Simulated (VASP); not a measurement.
# C in VASP: single point with r2SCAN

Aim: the single point of C with r2SCAN.

All numbers are computed with VASP 6.6.1; they aren't measurements. Logs are shortened: lines on timing, memory, paths and dates and some standing lists are left out, and cuts for length are marked.

### Step 1. The cell of the first run

The cell holds a slab with vacuum, 2 atoms: a = 2.490 Å, b = 2.490 Å, c = 9.408 Å, α = 90.00°, β = 90.00°, γ = 120.00°.

### Step 2. Single point, r2SCAN (functional r2SCAN, strained)

Contents of POSCAR:

```
C
1.0
    2.4900407487      0.0000000000      0.0000000000
   -1.2450203744      2.1564385449      0.0000000000
    0.0000000000      0.0000000000      9.4084889107
C
2
Direct
    0.3333333300      0.6666666700      0.0000000000
    0.6666666700      0.3333333300      0.0000000000
```

Contents of INCAR.step1:

```
SYSTEM = C
PREC     = Accurate       ! precision mode
ENCUT    = 520            ! plane-wave cutoff, eV
ISMEAR   = 0              ! smearing method
SIGMA    = 0.1            ! smearing width, eV
LREAL    = .FALSE.        ! projectors in reciprocal space
LASPH    = .TRUE.         ! aspherical terms in the spheres
NELM     = 80             ! most SCF steps
NBANDS   = 11             ! bands
GGA      = PE             ! functional
ALGO     = Normal         ! electronic algorithm
EDIFF    = 1E-4           ! SCF threshold, eV
LWAVE    = .TRUE.         ! write WAVECAR
LCHARG   = .FALSE.        ! write CHGCAR
```

Contents of INCAR.step2:

```
SYSTEM = C
PREC     = Accurate       ! precision mode
ENCUT    = 520            ! plane-wave cutoff, eV
EDIFF    = 1E-7           ! SCF threshold, eV
ISMEAR   = 0              ! smearing method
SIGMA    = 0.1            ! smearing width, eV
LREAL    = .FALSE.        ! projectors in reciprocal space
LASPH    = .TRUE.         ! aspherical terms in the spheres
NELM     = 80             ! most SCF steps
ALGO     = Normal         ! electronic algorithm
ISIF     = 2              ! what is computed and relaxed
LWAVE    = .FALSE.        ! write WAVECAR
LCHARG   = .TRUE.         ! write CHGCAR
METAGGA  = R2SCAN         ! meta-GGA
LMIXTAU  = .TRUE.       
LELF     = .TRUE.         ! ELF
LVHAR    = .TRUE.       
NBANDS   = 11             ! bands
ISTART   = 1
```

Contents of KPOINTS:

```
Automatic mesh
0
G
  21 21 6
  0 0 0
```

Potentials or basis: VASP PAW PBE potentials, release 64 (C).

Run with:

```
> cat potpaw_PBE.64/C/POTCAR > POTCAR
> cp INCAR.step1 INCAR
> mpirun -np 1 vasp_std > vasp.out
> cp INCAR.step2 INCAR
> mpirun -np 1 vasp_std > vasp.out
```

OUTCAR:

```text
SYSTEM = C
   PREC = Accurate
   ENCUT = 520
   EDIFF = 1E-7
   ISMEAR = 0
   LREAL = .FALSE.
   LASPH = .TRUE.
   NELM = 80
   ISIF = 2
   METAGGA = R2SCAN
   ISTART = 1

 ion  position               nearest neighbor table
   1  0.333  0.667  0.000-   2 1.44   2 1.44   2 1.44
   2  0.667  0.333  0.000-   1 1.44   1 1.44   1 1.44

  LATTYP: Found a hexagonal cell.
 ALAT       =     2.4900407487
 C/A-ratio  =     3.7784477686

  Lattice vectors:

 A1 = (   2.4900407487,   0.0000000000,   0.0000000000)
 A2 = (  -1.2450203744,   2.1564385449,   0.0000000000)
 A3 = (   0.0000000000,   0.0000000000,   9.4084889107)

Analysis of symmetry for initial positions (statically):
=====================================================================
 Subroutine PRICEL returns:
 Original cell was already a primitive cell.

 Routine SETGRP: Setting up the symmetry group for a
 hexagonal supercell.

 Subroutine GETGRP returns: Found 24 space group operations
 (whereof 24 operations were pure point group operations)
 out of a pool of 24 trial point group operations.

The static configuration has the point symmetry D_6h.

Analysis of symmetry for dynamics (positions and initial velocities):
=====================================================================
 Subroutine PRICEL returns:
 Original cell was already a primitive cell.

 Routine SETGRP: Setting up the symmetry group for a
 hexagonal supercell.

 Subroutine GETGRP returns: Found 24 space group operations
 (whereof 24 operations were pure point group operations)
 out of a pool of 24 trial point group operations.

The dynamic configuration has the point symmetry D_6h.

 Subroutine INISYM returns: Found 24 space group operations
 (whereof 24 operations are pure point group operations),
 and found     1 'primitive' translations

----------------------------------------------------------------------------------------

                                     Primitive cell

  volume of cell :      50.5200

  direct lattice vectors                    reciprocal lattice vectors
     2.490040749  0.000000000  0.000000000     0.401599854  0.231863784  0.000000000
    -1.245020374  2.156438545  0.000000000     0.000000000  0.463727567  0.000000000
     0.000000000  0.000000000  9.408488911     0.000000000  0.000000000  0.106286994

  length of vectors
     2.490040749  2.490040749  9.408488911     0.463727567  0.463727567  0.106286994
[... 87 lines left out ...]
   ISIF   =      2    stress and relaxation
   ISYM   =      2    0-nonsym 1-usesym 2-fastsym
   POTIM  = 0.5000    time-step for ionic-motion
   TEBEG  =    0.0;   TEEND  =   0.0 temperature during run
   PSTRESS=    0.0 pullay stress
   NELECT =       8.0000    total number of electrons
   NUPDOWN=      -1.0000    fix difference up-down
   EMIN   =  10.00;   EMAX   =-10.00  energy-range for DOS
   EFERMI =   0.00;   METHOD = LEGACY
   ISMEAR =     0;   SIGMA  =   0.10  broadening in eV -4-tet -1-fermi 0-gaus
   EFERMI_NEDOS =   21; number of points for ismear=-14 and -15
   IALGO  =     38    algorithm
   IMIX   =      4    mixing-type and parameters
     AMIX     =   0.40;   BMIX     =  1.00
     AMIX_MAG =   1.60;   BMIX_MAG =  1.00
  volume/ion in A,a.u.               =      25.26       170.46
  Fermi-wavevector in a.u.,A,eV,Ry     =   0.885694  1.673719 10.673142  0.784454
  Thomas-Fermi vector in A             =   2.006761
   LORBIT       =      0    0 simple, 1 ext, 2 COOP (PROOUT), +10 PAW based schemes
   METAGGA = R2SCAN    functional components
   LHFCALC =     F    Hartree Fock is set to
   AEXX    =    0.0000 exact exchange contribution
   IVDW    =     0    specifies the selected vdW correction
   LEPSILON=     F    determine dielectric tensor
   LRPA    =     F    only Hartree local field effects (RPA)
 non-spin polarized calculation
 Gauss-broadening in eV      SIGMA  =   0.10
  energy-cutoff  :      520.00
  volume of cell :       50.52
 maximum number of plane-waves:      1380
 NGX is ok and might be reduce to    20
   NGX =  9   NGY =  9   NGZ = 35

 number of electron       8.0000001 magnetization

 Free energy of the ion-electron system (eV)
  ---------------------------------------------------
  ext. energy  EPLUGINS =         0.00000000
  ---------------------------------------------------
  free energy    TOTEN  =       -19.81946053 eV

  energy without entropy =      -19.81894879  energy(sigma->0) =      -19.81920466

 E-fermi :  -1.2189     XC(G=0):  -4.5591

 val. band max:       -1.2188976275   @ k =   0.3333   0.3333   0.1667
 cond. band min:      -1.2188911717   @ k =   0.3333   0.3333   0.0000
 fundamental gap:      0.0000064559
 Fermi energy:        -1.2188971869

 k-point     1 :       0.0000    0.0000    0.0000
  band No.  band energies     occupation
      1     -21.7427      2.00000
      2      -9.0784      2.00000
      3      -4.4652      2.00000
      4      -4.4652      2.00000
      5       2.3640      0.00000
      6       4.2945      0.00000
      7       5.4901      0.00000
      8       7.2233      0.00000
      9       7.2233      0.00000
     10      10.7634      0.00000
     11      11.0607      0.00000
[... 309 lines left out ...]
 k-point    24 :       0.1905    0.0952    0.0000
  band No.  band energies     occupation
      1     -20.1980      2.00000
      2      -8.8452      2.00000
      3      -7.2700      2.00000
      4      -7.0170      2.00000
      5       4.3906      0.00000
      6       6.2000      0.00000
      7       6.4596      0.00000
      8       7.4298      0.00000
      9       7.9149      0.00000
     10      10.8934      0.00000
     11      12.8110      0.00000

 [... further k-points ...]

------------------------ aborting loop because EDIFF is reached ----------------------------------------

  FORCE on cell =-STRESS in cart. coord.  units (eV):
  Direction    XX          YY          ZZ          XY          YZ          ZX
  --------------------------------------------------------------------------------------
  -------------------------------------------------------------------------------------
  Total       -1.7709266     -1.7709266     -0.0119587      0.0000000     -0.0000000      0.0000000
  in kB      -56.1626671    -56.1626671     -0.3792537      0.0000000     -0.0000000      0.0000000
  external PRESSURE =     -37.5681960 kB  Pullay stress =       0.0000000 kB

 VOLUME and BASIS-vectors are now :
 -----------------------------------------------------------------------------
  energy-cutoff  :      520.00
  volume of cell :       50.52
      direct lattice vectors                 reciprocal lattice vectors
     2.490040749  0.000000000  0.000000000     0.401599854  0.231863784  0.000000000
    -1.245020374  2.156438545  0.000000000     0.000000000  0.463727567  0.000000000
     0.000000000  0.000000000  9.408488911     0.000000000  0.000000000  0.106286994

 POSITION                                       TOTAL-FORCE (eV/Angst)
 -----------------------------------------------------------------------------------
     -0.00000      1.43763      0.00000        -0.000000      0.000000      0.000000
      1.24502      0.71881      0.00000         0.000000     -0.000000     -0.000000
 -----------------------------------------------------------------------------------
    total drift:                               -0.000000     -0.000000     -0.000000

  FREE ENERGIE OF THE ION-ELECTRON SYSTEM (eV)
  ---------------------------------------------------
  free  energy   TOTEN  =       -19.8194605301 eV

  energy  without entropy=      -19.8189487935  energy(sigma->0) =      -19.81920466
```

OSZICAR.step1:

```text
N       E                     dE             d eps       ncg     rms          rms(c)
DAV:   1     0.262989708924E+02    0.26299E+02   -0.35561E+03  4224   0.573E+02
DAV:   2    -0.173888413328E+02   -0.43688E+02   -0.40893E+02  5536   0.126E+02
DAV:   3    -0.195803837854E+02   -0.21915E+01   -0.21830E+01  5415   0.286E+01
DAV:   4    -0.196020287742E+02   -0.21645E-01   -0.21632E-01  5716   0.344E+00
DAV:   5    -0.196022323024E+02   -0.20353E-03   -0.20351E-03  5578   0.294E-01    0.608E+00
DAV:   6    -0.187720157428E+02    0.83022E+00   -0.66970E-01  5045   0.467E+00    0.357E+00
DAV:   7    -0.184489743899E+02    0.32304E+00   -0.90976E-01  5111   0.541E+00    0.921E-01
DAV:   8    -0.184410879440E+02    0.78864E-02   -0.21364E-02  5286   0.867E-01    0.139E-01
DAV:   9    -0.184402206248E+02    0.86732E-03   -0.49210E-04  5052   0.138E-01    0.982E-02
DAV:  10    -0.184382001061E+02    0.20205E-02   -0.39787E-03  4566   0.256E-01    0.779E-02
DAV:  11    -0.184395830690E+02   -0.13830E-02   -0.15163E-04  4578   0.682E-02    0.638E-02
DAV:  12    -0.184401319158E+02   -0.54885E-03   -0.73128E-05  4619   0.507E-02    0.201E-02
DAV:  13    -0.184402865104E+02   -0.15459E-03   -0.12162E-05  4453   0.169E-02    0.257E-03
DAV:  14    -0.184403209042E+02   -0.34394E-04   -0.10896E-06  4512   0.499E-03
   1 F= -.18440321E+02 E0= -.18440065E+02  d E =-.511737E-03
```

Run time: 3.9 min. Hardware: 1 thread of Intel Xeon 6975P-C (Granite Rapids), shared host; peak memory 0.22 GiB.

Results:

| Property | Result |
| --- | --- |
| Free energy | -19.8195 eV |
| Band gap on the k mesh | zero (filled and empty bands touch) |

Caveat: the cell differs from its parent crystal (functional r2SCAN, strained); the PAW data sets were made with another functional, which shifts forces and pressure a little.
